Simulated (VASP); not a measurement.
# Pb (Fm-3m) in VASP: notebook

Pb is run at these levels: r2SCAN; tasks: single point.

All numbers are computed with VASP 6.6.1; they aren't measurements. Logs are shortened: lines on timing, memory, paths and dates and some standing lists are left out, and cuts for length are marked.

### Step 1. The cell of the first run

The structure is cubic, space group Fm-3m (No. 225). The conventional cell has a = 4.632 Å, b = 4.632 Å, c = 4.632 Å, α = 90.00°, β = 90.00°, γ = 90.00°. Within 4.3 Å of Pb (site symmetry m-3m) lie 12 Pb at 3.27 Å.

### Step 2. Single point, r2SCAN (volume scaled by 0.800)

File POSCAR:

```
Pb
1.0
    0.0000000000      2.3157527213      2.3157527213
    2.3157527213      0.0000000000      2.3157527213
    2.3157527213      2.3157527213      0.0000000000
Pb
1
Direct
    0.0000000000      0.0000000000      0.0000000000
```

File INCAR.step1:

```
SYSTEM = Pb
  ALGO = Normal
  EDIFF = 1E-4
  ENCUT = 520
  GGA = PE
  ISMEAR = 0
  LASPH = .True.
  LCHARG = .False.
  LREAL = .False.
  LWAVE = .True.
  NBANDS = 13
  NELM = 100
  PREC = Accurate
  SIGMA = 0.05
```

File INCAR.step2:

```
SYSTEM = Pb
  ALGO = Normal
  EDIFF = 1E-6
  ENCUT = 520
  ISIF = 2
  ISMEAR = 0
  ISTART = 1
  LASPH = .True.
  LCHARG = .False.
  LMIXTAU = .True.
  LREAL = .False.
  LWAVE = .False.
  METAGGA = R2SCAN
  NBANDS = 13
  NELM = 100
  PREC = Accurate
  SIGMA = 0.05
```

File KPOINTS:

```
k-points
0
Gamma
  16 16 16
  0 0 0
```

Potentials or basis: VASP PAW PBE potentials, release 64 (Pb_d).

Launch:

```sh
$ cat potpaw_PBE.64/Pb_d/POTCAR > POTCAR
$ cp INCAR.step1 INCAR
$ mpirun -np 1 vasp_std > vasp.out
$ cp INCAR.step2 INCAR
$ mpirun -np 1 vasp_std > vasp.out
```

OUTCAR:

```text
SYSTEM = Pb
   EDIFF = 1E-6
   ENCUT = 520
   ISIF = 2
   ISMEAR = 0
   ISTART = 1
   LASPH = .True.
   LREAL = .False.
   METAGGA = R2SCAN
   NELM = 100
   PREC = Accurate

 ion  position               nearest neighbor table
   1  0.000  0.000  0.000-

  LATTYP: Found a face centered cubic cell.
 ALAT       =     4.6315054426

  Lattice vectors:

 A1 = (   0.0000000000,   2.3157527213,   2.3157527213)
 A2 = (   2.3157527213,   0.0000000000,   2.3157527213)
 A3 = (   2.3157527213,   2.3157527213,   0.0000000000)

Analysis of symmetry for initial positions (statically):
=====================================================================
 Subroutine PRICEL returns:
 Original cell was already a primitive cell.

 Routine SETGRP: Setting up the symmetry group for a
 face centered cubic supercell.

 Subroutine GETGRP returns: Found 48 space group operations
 (whereof 48 operations were pure point group operations)
 out of a pool of 48 trial point group operations.

The static configuration has the point symmetry O_h .

Analysis of symmetry for dynamics (positions and initial velocities):
=====================================================================
 Subroutine PRICEL returns:
 Original cell was already a primitive cell.

 Routine SETGRP: Setting up the symmetry group for a
 face centered cubic supercell.

 Subroutine GETGRP returns: Found 48 space group operations
 (whereof 48 operations were pure point group operations)
 out of a pool of 48 trial point group operations.

The dynamic configuration has the point symmetry O_h .

 Subroutine INISYM returns: Found 48 space group operations
 (whereof 48 operations are pure point group operations),
 and found     1 'primitive' translations

----------------------------------------------------------------------------------------

                                     Primitive cell

  volume of cell :      24.8374

  direct lattice vectors                    reciprocal lattice vectors
     0.000000000  2.315752721  2.315752721    -0.215912518  0.215912518  0.215912518
     2.315752721  0.000000000  2.315752721     0.215912518 -0.215912518  0.215912518
     2.315752721  2.315752721  0.000000000     0.215912518  0.215912518 -0.215912518

  length of vectors
     3.274968906  3.274968906  3.274968906     0.373971450  0.373971450  0.373971450

  position of ions in fractional coordinates (direct lattice)
     0.000000000  0.000000000  0.000000000

  ion indices of the primitive-cell ions
   primitive index   ion index
                 1           1

----------------------------------------------------------------------------------------

 KPOINTS: k-points

Automatic generation of k-mesh.
 Grid dimensions read from file:
 generate k-points for:   16   16   16

 Generating k-lattice:

  Cartesian coordinates                     Fractional coordinates (reciprocal lattice)
    -0.013494532  0.013494532  0.013494532     0.062500000  0.000000000  0.000000000
     0.013494532 -0.013494532  0.013494532     0.000000000  0.062500000  0.000000000
     0.013494532  0.013494532 -0.013494532     0.000000000  0.000000000  0.062500000

  Length of vectors
     0.023373216  0.023373216  0.023373216

  Shift w.r.t. Gamma in fractional coordinates (k-lattice)
     0.000000000  0.000000000  0.000000000

 Subroutine IBZKPT returns following result:
 ===========================================

 Found    145 irreducible k-points:

 Following reciprocal coordinates:
            Coordinates               Weight
  0.000000  0.000000  0.000000      1.000000
  0.062500  0.000000  0.000000      8.000000
  0.125000  0.000000  0.000000      8.000000
  0.187500  0.000000  0.000000      8.000000
  0.250000  0.000000  0.000000      8.000000
  0.312500  0.000000  0.000000      8.000000
[... 16 lines left out ...]
 -0.125000  0.062500  0.000000     24.000000
 -0.062500  0.062500  0.000000     12.000000
 [... further k-points ...]
   k-points           NKPTS =    145   k-points in BZ     NKDIM =    145   number of bands    NBANDS=     13
   number of dos      NEDOS =    301   number of ions     NIONS =      1
   total plane-waves  NPLWV =  13824
   dimension x,y,z NGX =    24 NGY =   24 NGZ =   24
   dimension x,y,z NGXF=    48 NGYF=   48 NGZF=   48
   ions per type =               1
   NGX,Y,Z   is equivalent  to a cutoff of  12.18, 12.18, 12.18 a.u.
   NGXF,Y,Z  is equivalent  to a cutoff of  24.37, 24.37, 24.37 a.u.
 SYSTEM =  Pb
   PREC   = accura    normal or accurate (medium, high low for compatibility)
   ISTART =      1    job   : 0-new  1-cont  2-samecut
   ICHARG =      0    charge: 1-file 2-atom 10-const
   ISPIN  =      1    spin polarized calculation?
   LNONCOLLINEAR =      F non collinear calculations
   LSORBIT =      F    spin-orbit coupling
   LASPH  =      T    aspherical Exc in radial PAW
   ENCUT  =  520.0 eV  38.22 Ry    6.18 a.u.   6.09  6.09  6.09*2*pi/ulx,y,z
   NELM   =    100;   NELMIN=  2; NELMDL=  0     # of ELM steps
   EDIFF  = 0.1E-05   stopping-criterion for ELM
   LREAL  =      F    real-space projection
   EDIFFG = 0.1E-04   stopping-criterion for IOM
   NSW    =      0    number of steps for IOM
   IBRION =     -1    ionic relax: 0-MD 1-quasi-New 2-CG
   NFREE  =      0    steps in history (QN), initial steepest desc. (CG)
   ISIF   =      2    stress and relaxation
   ISYM   =      2    0-nonsym 1-usesym 2-fastsym
   POTIM  = 0.5000    time-step for ionic-motion
   TEBEG  =    0.0;   TEEND  =   0.0 temperature during run
   PSTRESS=    0.0 pullay stress
   NELECT =      14.0000    total number of electrons
   NUPDOWN=      -1.0000    fix difference up-down
   EMIN   =  10.00;   EMAX   =-10.00  energy-range for DOS
   EFERMI =   0.00;   METHOD = LEGACY
   ISMEAR =     0;   SIGMA  =   0.05  broadening in eV -4-tet -1-fermi 0-gaus
   EFERMI_NEDOS =   21; number of points for ismear=-14 and -15
   IALGO  =     38    algorithm
   IMIX   =      4    mixing-type and parameters
     AMIX     =   0.40;   BMIX     =  1.00
     AMIX_MAG =   1.60;   BMIX_MAG =  1.00
  volume/ion in A,a.u.               =      24.84       167.61
  Fermi-wavevector in a.u.,A,eV,Ry     =   1.352328  2.555529 24.882207  1.828791
  Thomas-Fermi vector in A             =   2.479676
   LORBIT       =      0    0 simple, 1 ext, 2 COOP (PROOUT), +10 PAW based schemes
   METAGGA = R2SCAN    functional components
   LHFCALC =     F    Hartree Fock is set to
   AEXX    =    0.0000 exact exchange contribution
   IVDW    =     0    specifies the selected vdW correction
   LEPSILON=     F    determine dielectric tensor
   LRPA    =     F    only Hartree local field effects (RPA)
 non-spin polarized calculation
 Gauss-broadening in eV      SIGMA  =   0.05
  energy-cutoff  :      520.00
  volume of cell :       24.84
 maximum number of plane-waves:       692
   NGX = 13   NGY = 13   NGZ = 13

 number of electron      13.9999994 magnetization

 Free energy of the ion-electron system (eV)
  ---------------------------------------------------
  ext. energy  EPLUGINS =         0.00000000
  ---------------------------------------------------
  free energy    TOTEN  =       -56.00286406 eV

  energy without entropy =      -56.00203500  energy(sigma->0) =      -56.00244953

 E-fermi :   9.8525     XC(G=0): -12.0522

 val. band max:        9.8344145279   @ k =  -0.2500   0.3125   0.1250
 cond. band min:       9.8900590352   @ k =  -0.3125   0.3125   0.1250
 fundamental gap:      0.0556445073
 Fermi energy:         9.8524617722

 k-point     1 :       0.0000    0.0000    0.0000
  band No.  band energies     occupation
      1      -8.2610      2.00000
      2      -8.2610      2.00000
      3      -8.2610      2.00000
      4      -7.9940      2.00000
      5      -7.9940      2.00000
      6      -4.1887      2.00000
      7      19.1864      0.00000
      8      19.1864      0.00000
      9      19.1864      0.00000
     10      20.1557      0.00000
     11      24.4739      0.00000
     12      24.4739      0.00000
     13      24.4739      0.00000

 k-point     2 :       0.0625    0.0000    0.0000
  band No.  band energies     occupation
      1      -8.2626      2.00000
      2      -8.2504      2.00000
      3      -8.2504      2.00000
      4      -7.9953      2.00000
      5      -7.9953      2.00000
      6      -4.0925      2.00000
      7      18.0118      0.00000
      8      19.0687      0.00000
      9      19.0687      0.00000
     10      20.0846      0.00000
     11      24.6672      0.00000
     12      24.6672      0.00000
     13      24.6890      0.00000

 k-point     3 :       0.1250    0.0000    0.0000
  band No.  band energies     occupation
      1      -8.2690      2.00000
      2      -8.2242      2.00000
      3      -8.2242      2.00000
      4      -7.9945      2.00000
      5      -7.9945      2.00000
      6      -3.8013      2.00000
      7      15.7264      0.00000
      8      18.7558      0.00000
      9      18.7558      0.00000
     10      20.0594      0.00000
     11      24.5711      0.00000
     12      25.1660      0.00000
     13      25.1660      0.00000

 k-point     4 :       0.1875    0.0000    0.0000
  band No.  band energies     occupation
      1      -8.2830      2.00000
      2      -8.2000      2.00000
      3      -8.2000      2.00000
      4      -7.9776      2.00000
      5      -7.9776      2.00000
      6      -3.3102      2.00000
      7      13.2906      0.00000
      8      18.3289      0.00000
      9      18.3289      0.00000
     10      20.0392      0.00000
     11      23.8594      0.00000
     12      24.7462      0.00000
     13      24.7462      0.00000

 k-point     5 :       0.2500    0.0000    0.0000
  band No.  band energies     occupation
      1      -8.3050      2.00000
      2      -8.1957      2.00000
      3      -8.1957      2.00000
      4      -7.9321      2.00000
      5      -7.9321      2.00000
      6      -2.6175      2.00000
      7      10.9238      0.00000
      8      17.8639      0.00000
      9      17.8639      0.00000
     10      19.9981      0.00000
     11      23.1014      0.00000
     12      24.0650      0.00000
     13      24.0650      0.00000
[... 257 lines left out ...]
 k-point    22 :      -0.1875    0.0625    0.0000
  band No.  band energies     occupation
      1      -8.2889      2.00000
      2      -8.1898      2.00000
      3      -8.1842      2.00000
      4      -8.0039      2.00000
      5      -7.9349      2.00000
      6      -3.0146      2.00000
      7      12.5336      0.00000
      8      16.4713      0.00000
      9      18.9949      0.00000
     10      20.5725      0.00000
     11      22.8506      0.00000
     12      23.8297      0.00000
     13      25.5021      0.00000

 k-point    23 :      -0.1250    0.0625    0.0000
  band No.  band energies     occupation
      1      -8.2768      2.00000
      2      -8.2081      2.00000
      3      -8.2014      2.00000
      4      -8.0174      2.00000
      5      -7.9688      2.00000
      6      -3.5733      2.00000
      7      14.9207      0.00000
      8      16.9837      0.00000
      9      19.3592      0.00000
     10      20.4871      0.00000
     11      23.6033      0.00000
     12      24.5152      0.00000
     13      24.8145      0.00000

 k-point    24 :      -0.0625    0.0625    0.0000
  band No.  band energies     occupation
      1      -8.2693      2.00000
      2      -8.2374      2.00000
      3      -8.2270      2.00000
      4      -8.0082      2.00000
      5      -7.9851      2.00000
      6      -3.9313      2.00000
      7      17.0696      0.00000
      8      17.7660      0.00000
      9      19.3777      0.00000
     10      20.2470      0.00000
     11      24.2909      0.00000
     12      24.5345      0.00000
     13      25.3864      0.00000

 [... further k-points ...]
[... 5 lines left out ...]
  --------------------------------------------------------------------------------------
  -------------------------------------------------------------------------------------
  Total        2.7198777      2.7198777      2.7198777      0.0000000     -0.0000000     -0.0000000
  in kB      175.4500160    175.4500160    175.4500160      0.0000000     -0.0000000     -0.0000000
  external PRESSURE =     175.4500160 kB  Pullay stress =       0.0000000 kB

 VOLUME and BASIS-vectors are now :
 -----------------------------------------------------------------------------
  energy-cutoff  :      520.00
  volume of cell :       24.84
      direct lattice vectors                 reciprocal lattice vectors
     0.000000000  2.315752721  2.315752721    -0.215912518  0.215912518  0.215912518
     2.315752721  0.000000000  2.315752721     0.215912518 -0.215912518  0.215912518
     2.315752721  2.315752721  0.000000000     0.215912518  0.215912518 -0.215912518

 POSITION                                       TOTAL-FORCE (eV/Angst)
 -----------------------------------------------------------------------------------
      0.00000      0.00000      0.00000         0.000000      0.000000      0.000000
 -----------------------------------------------------------------------------------
    total drift:                               -0.000000      0.000000     -0.000000

  FREE ENERGIE OF THE ION-ELECTRON SYSTEM (eV)
  ---------------------------------------------------
  free  energy   TOTEN  =       -56.0028640639 eV

  energy  without entropy=      -56.0020349990  energy(sigma->0) =      -56.00244953
```

It took 38 s on 1 thread of Intel Xeon 6975P-C (Granite Rapids), shared host; peak memory 0.17 GiB.

Results:

- Free energy: -56.0029 eV
- Pressure: 17.5 GPa
- Band gap on the k mesh: zero (band 7 reaches 19.19 eV, above the bottom of band 8 at 7.57 eV)

Caveat: the PAW data sets were made with another functional, which shifts forces and pressure a little; spin-orbit coupling is left out, which moves the levels of the heavy elements.

### Step 3. Single point, r2SCAN (volume scaled by 0.840)

File POSCAR:

```
Pb
1.0
    0.0000000000      2.3537226292      2.3537226292
    2.3537226292      0.0000000000      2.3537226292
    2.3537226292      2.3537226292      0.0000000000
Pb
1
Direct
    0.0000000000      0.0000000000      0.0000000000
```

File INCAR.step1:

```
SYSTEM = Pb
PREC = Accurate
ENCUT = 520
ISMEAR = 0
SIGMA = 0.05
LREAL = .FALSE.
LASPH = .TRUE.
NELM = 80
NBANDS = 13
GGA = PE
ALGO = Normal
EDIFF = 1E-4
LWAVE = .TRUE.
LCHARG = .FALSE.
```

File INCAR.step2:

```
SYSTEM = Pb
PREC = Accurate
ENCUT = 520
EDIFF = 1E-6
ISMEAR = 0
SIGMA = 0.05
LREAL = .FALSE.
LASPH = .TRUE.
NELM = 80
ALGO = Normal
ISIF = 2
LWAVE = .FALSE.
LCHARG = .FALSE.
METAGGA = R2SCAN
LMIXTAU = .TRUE.
NBANDS = 13
ISTART = 1
```

File KPOINTS:

```
Automatic mesh
0
G
  16 16 16
  0 0 0
```

Potentials or basis: VASP PAW PBE potentials, release 64 (Pb_d).

Launch:

```sh
$ cat potpaw_PBE.64/Pb_d/POTCAR > POTCAR
$ cp INCAR.step1 INCAR
$ mpirun -np 1 vasp_std > vasp.out
$ cp INCAR.step2 INCAR
$ mpirun -np 1 vasp_std > vasp.out
```

Wall time 90 s (1 thread of Intel Xeon 6975P-C (Granite Rapids), shared host); peak memory 0.19 GiB.

It converged, with:

- Free energy: -56.1180 eV
- Pressure: 12.2 GPa
- Band gap on the k mesh: zero (band 7 reaches 18.10 eV, above the bottom of band 8 at 7.01 eV)

Levels at points of the mesh, in eV from the Fermi level:
```
           k point  band 5  band 6  band 7  band 8  band 9  band 10
(0.00, 0.00, 0.00)  -17.77  -13.58    8.93    8.93    8.93    10.35
(0.50, 0.00, 0.00)  -17.56   -8.74   -5.33    6.61    6.61     9.91
(0.50, 0.50, 0.00)  -17.50   -6.83   -4.25    2.18    2.18     6.34
```

Caveat: the PAW data sets were made with another functional, which shifts forces and pressure a little; spin-orbit coupling is left out, which moves the levels of the heavy elements.
